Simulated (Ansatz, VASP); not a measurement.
# BaS in VASP and in Ansatz

```
Ba S
1.0
     0.00000    3.21479    3.21479
     3.21479    0.00000    3.21479
     3.21479    3.21479    0.00000
Ba S
1 1
Direct
  0.00000 0.00000 0.00000
  0.50000 0.50000 0.50000
```

Alike in both runs: task single point; functional PBE; k mesh 6 × 6 × 6; no spin polarisation.

|  | VASP | Ansatz |
| --- | --- | --- |
| version | VASP 6.6.1 | Ansatz 0.2.0 |
| potentials or method | VASP PAW PBE potentials, release 64 (Ba_sv, S) | plane waves, PAW |
| plane-wave cutoff (eV) | 500 | 420 |
| occupations | gaussian, width 0.01 eV | fixed |
| valence electrons in the cell | 16 | 16 |

```tsv
	VASP	Ansatz	Ansatz less VASP
gap on the k mesh at the Fermi level (eV)	2.14	2.23	+0.095
pressure (GPa)	0.5	0.0	-0.55
```

Neither program's run includes spin-orbit coupling.
